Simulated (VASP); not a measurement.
# Pt (Fm-3m) in VASP: single point with r2SCAN

Aim: the single point of Pt with r2SCAN.

All numbers are computed with VASP 6.6.1; they aren't measurements. Logs are shortened: lines on timing, memory, paths and dates and some standing lists are left out, and cuts for length are marked.

### 1 The cell of the first run

Symmetry: Fm-3m, No. 225, cubic system. The conventional cell has a = 4.060 Å, b = 4.060 Å, c = 4.060 Å, α = 90.00°, β = 90.00°, γ = 90.00°. Within 3.8 Å of Pt (site symmetry m-3m) lie 12 Pt at 2.87 Å.

### 2 Single point, r2SCAN

POSCAR reads:

```
Pt
1.0
    0.0000000000      2.0299490000      2.0299490000
    2.0299490000      0.0000000000      2.0299490000
    2.0299490000      2.0299490000      0.0000000000
Pt
1
Direct
    0.0000000000      0.0000000000      0.0000000000
```

INCAR.step1 reads:

```
PREC = Accurate
ENCUT = 520
ISMEAR = -1
SIGMA = 0.1
LREAL = False
LASPH = True
NELM = 80
NBANDS = 11
GGA = PE
ALGO = Normal
EDIFF = 1E-4
LWAVE = True
LCHARG = False
```

INCAR.step2 reads:

```
PREC = Accurate
ENCUT = 520
EDIFF = 1E-6
ISMEAR = -1
SIGMA = 0.1
LREAL = False
LASPH = True
NELM = 80
ALGO = Normal
ISIF = 2
LWAVE = False
LCHARG = False
METAGGA = R2SCAN
LMIXTAU = True
NBANDS = 11
ISTART = 1
```

KPOINTS reads:

```
regular mesh
0
Gamma
  14 14 14
```

Potentials or basis: VASP PAW PBE potentials, release 64 (Pt).

Command:

```bash
> cat potpaw_PBE.64/Pt/POTCAR > POTCAR
> cp INCAR.step1 INCAR
> mpirun -np 1 vasp_std > vasp.out
> cp INCAR.step2 INCAR
> mpirun -np 1 vasp_std > vasp.out
```

OUTCAR:

```text
PREC = Accurate
   ENCUT = 520
   EDIFF = 1E-6
   ISMEAR = -1
   LREAL = False
   LASPH = True
   NELM = 80
   ISIF = 2
   METAGGA = R2SCAN
   ISTART = 1

 ion  position               nearest neighbor table
   1  0.000  0.000  0.000-

  LATTYP: Found a face centered cubic cell.
 ALAT       =     4.0598980000

  Lattice vectors:

 A1 = (   0.0000000000,   2.0299490000,   2.0299490000)
 A2 = (   2.0299490000,   0.0000000000,   2.0299490000)
 A3 = (   2.0299490000,   2.0299490000,   0.0000000000)

Analysis of symmetry for initial positions (statically):
=====================================================================
 Subroutine PRICEL returns:
 Original cell was already a primitive cell.

 Routine SETGRP: Setting up the symmetry group for a
 face centered cubic supercell.

 Subroutine GETGRP returns: Found 48 space group operations
 (whereof 48 operations were pure point group operations)
 out of a pool of 48 trial point group operations.

The static configuration has the point symmetry O_h .

Analysis of symmetry for dynamics (positions and initial velocities):
=====================================================================
 Subroutine PRICEL returns:
 Original cell was already a primitive cell.

 Routine SETGRP: Setting up the symmetry group for a
 face centered cubic supercell.

 Subroutine GETGRP returns: Found 48 space group operations
 (whereof 48 operations were pure point group operations)
 out of a pool of 48 trial point group operations.

The dynamic configuration has the point symmetry O_h .

 Subroutine INISYM returns: Found 48 space group operations
 (whereof 48 operations are pure point group operations),
 and found     1 'primitive' translations

----------------------------------------------------------------------------------------

                                     Primitive cell

  volume of cell :      16.7296

  direct lattice vectors                    reciprocal lattice vectors
     0.000000000  2.029949000  2.029949000    -0.246311607  0.246311607  0.246311607
     2.029949000  0.000000000  2.029949000     0.246311607 -0.246311607  0.246311607
     2.029949000  2.029949000  0.000000000     0.246311607  0.246311607 -0.246311607

  length of vectors
     2.870781407  2.870781407  2.870781407     0.426624218  0.426624218  0.426624218
[... 76 lines left out ...]
   LASPH  =      T    aspherical Exc in radial PAW
   ENCUT  =  520.0 eV  38.22 Ry    6.18 a.u.   5.34  5.34  5.34*2*pi/ulx,y,z
   NELM   =     80;   NELMIN=  2; NELMDL=  0     # of ELM steps
   EDIFF  = 0.1E-05   stopping-criterion for ELM
   LREAL  =      F    real-space projection
   EDIFFG = 0.1E-04   stopping-criterion for IOM
   NSW    =      0    number of steps for IOM
   IBRION =     -1    ionic relax: 0-MD 1-quasi-New 2-CG
   NFREE  =      0    steps in history (QN), initial steepest desc. (CG)
   ISIF   =      2    stress and relaxation
   ISYM   =      2    0-nonsym 1-usesym 2-fastsym
   POTIM  = 0.5000    time-step for ionic-motion
   TEBEG  =    0.0;   TEEND  =   0.0 temperature during run
   PSTRESS=    0.0 pullay stress
   NELECT =      10.0000    total number of electrons
   NUPDOWN=      -1.0000    fix difference up-down
   EMIN   =  10.00;   EMAX   =-10.00  energy-range for DOS
   EFERMI =   0.00;   METHOD = LEGACY
   ISMEAR =    -1;   SIGMA  =   0.10  broadening in eV -4-tet -1-fermi 0-gaus
   EFERMI_NEDOS =   21; number of points for ismear=-14 and -15
   IALGO  =     38    algorithm
   IMIX   =      4    mixing-type and parameters
     AMIX     =   0.40;   BMIX     =  1.00
     AMIX_MAG =   1.60;   BMIX_MAG =  1.00
  volume/ion in A,a.u.               =      16.73       112.90
  Fermi-wavevector in a.u.,A,eV,Ry     =   1.379049  2.606025 25.875236  1.901776
  Thomas-Fermi vector in A             =   2.504054
   LORBIT       =      0    0 simple, 1 ext, 2 COOP (PROOUT), +10 PAW based schemes
   METAGGA = R2SCAN    functional components
   LHFCALC =     F    Hartree Fock is set to
   AEXX    =    0.0000 exact exchange contribution
   IVDW    =     0    specifies the selected vdW correction
   LEPSILON=     F    determine dielectric tensor
   LRPA    =     F    only Hartree local field effects (RPA)
 non-spin polarized calculation
  energy-cutoff  :      520.00
  volume of cell :       16.73
 maximum number of plane-waves:       464
 NGX is ok and might be reduce to    24
   NGX = 11   NGY = 11   NGZ = 11

 number of electron       9.9999999 magnetization

 Free energy of the ion-electron system (eV)
  ---------------------------------------------------
  ext. energy  EPLUGINS =         0.00000000
  ---------------------------------------------------
  free energy    TOTEN  =       -51.44779267 eV

  energy without entropy =      -51.39103162  energy(sigma->0) =      -51.41941215

 E-fermi :   9.1275     XC(G=0): -13.9057

 val. band max:        9.1086594931   @ k =  -0.3571   0.3571   0.1429
 cond. band min:       9.1366689507   @ k =   0.5000   0.0000   0.0000
 fundamental gap:      0.0280094577
 Fermi energy:         9.1275499942

 k-point     1 :       0.0000    0.0000    0.0000
  band No.  band energies     occupation
      1      -0.2013      2.00000
      2       5.8275      2.00000
      3       5.8275      2.00000
      4       5.8275      2.00000
      5       7.6392      2.00000
      6       7.6392      2.00000
      7      24.8442      0.00000
      8      29.4025      0.00000
      9      29.4025      0.00000
     10      29.4025      0.00000
     11      34.8837      0.00000
[... 309 lines left out ...]
 k-point    24 :       0.2857    0.1429    0.0000
  band No.  band energies     occupation
      1       2.2170      2.00000
      2       4.9051      2.00000
      3       6.1235      2.00000
      4       6.6383      2.00000
      5       7.6331      2.00000
      6       8.3329      1.99929
      7      23.3658      0.00000
      8      27.0281      0.00000
      9      27.8394      0.00000
     10      29.6288      0.00000
     11      32.9187      0.00000

 [... further k-points ...]
[... 5 lines left out ...]
  --------------------------------------------------------------------------------------
  -------------------------------------------------------------------------------------
  Total       -1.9258183     -1.9258183     -1.9258183     -0.0000000      0.0000000     -0.0000000
  in kB     -184.4337968   -184.4337968   -184.4337968     -0.0000000      0.0000000     -0.0000000
  external PRESSURE =    -184.4337968 kB  Pullay stress =       0.0000000 kB

 VOLUME and BASIS-vectors are now :
 -----------------------------------------------------------------------------
  energy-cutoff  :      520.00
  volume of cell :       16.73
      direct lattice vectors                 reciprocal lattice vectors
     0.000000000  2.029949000  2.029949000    -0.246311607  0.246311607  0.246311607
     2.029949000  0.000000000  2.029949000     0.246311607 -0.246311607  0.246311607
     2.029949000  2.029949000  0.000000000     0.246311607  0.246311607 -0.246311607

 POSITION                                       TOTAL-FORCE (eV/Angst)
 -----------------------------------------------------------------------------------
      0.00000      0.00000      0.00000         0.000000      0.000000      0.000000
 -----------------------------------------------------------------------------------
    total drift:                               -0.000000      0.000000     -0.000000

  FREE ENERGIE OF THE ION-ELECTRON SYSTEM (eV)
  ---------------------------------------------------
  free  energy   TOTEN  =       -51.4477926706 eV

  energy  without entropy=      -51.3910316221  energy(sigma->0) =      -51.41941215
```

OUTCAR.step1:

```text
PREC = Accurate
   ENCUT = 520
   ISMEAR = -1
   LREAL = False
   LASPH = True
   NELM = 80
[... 553 lines left out ...]
 POSITION                                       TOTAL-FORCE (eV/Angst)
 -----------------------------------------------------------------------------------
      0.00000      0.00000      0.00000        -0.000000      0.000000      0.000000
 -----------------------------------------------------------------------------------
    total drift:                               -0.000000      0.000000     -0.000000

  FREE ENERGIE OF THE ION-ELECTRON SYSTEM (eV)
  ---------------------------------------------------
  free  energy   TOTEN  =        -6.0831289833 eV

  energy  without entropy=       -6.0232383605  energy(sigma->0) =       -6.05318367
```

OSZICAR.step1:

```text
N       E                     dE             d eps       ncg     rms          rms(c)
DAV:   1     0.392166384790E+02    0.39217E+02   -0.52953E+03  2320   0.835E+02
DAV:   2    -0.582821832083E+01   -0.45045E+02   -0.43036E+02  2606   0.173E+02
DAV:   3    -0.646267730371E+01   -0.63446E+00   -0.62789E+00  2628   0.194E+01
DAV:   4    -0.646528942138E+01   -0.26121E-02   -0.26119E-02  2603   0.148E+00
DAV:   5    -0.646531256653E+01   -0.23145E-04   -0.23146E-04  2645   0.130E-01    0.953E+00
DAV:   6    -0.611212467067E+01    0.35319E+00   -0.96422E-01  2402   0.748E+00    0.506E+00
DAV:   7    -0.608564529784E+01    0.26479E-01   -0.10264E-01  2633   0.240E+00    0.236E+00
DAV:   8    -0.608327288028E+01    0.23724E-02   -0.31262E-03  2471   0.458E-01    0.481E-01
DAV:   9    -0.608312788201E+01    0.14500E-03   -0.88783E-05  2053   0.808E-02    0.581E-02
DAV:  10    -0.608312898329E+01   -0.11013E-05   -0.39059E-06  1252   0.167E-02
   1 F= -.60831290E+01 E0= -.60531837E+01  d E =-.598906E-01
```

Run time: 86 s. Hardware: 1 thread of Intel Xeon 8259CL, shared host; peak memory 0.16 GiB.

Results:

```
Free energy            : -51.4478 eV
Pressure               : -18.4 GPa
Band gap on the k mesh : zero (band 5 reaches 9.56 eV, above the bottom of band 6 at 7.56 eV)
```

Caveat: the PAW data sets were made with another functional, which shifts forces and pressure a little; spin-orbit coupling is left out, which moves the levels of the heavy elements.
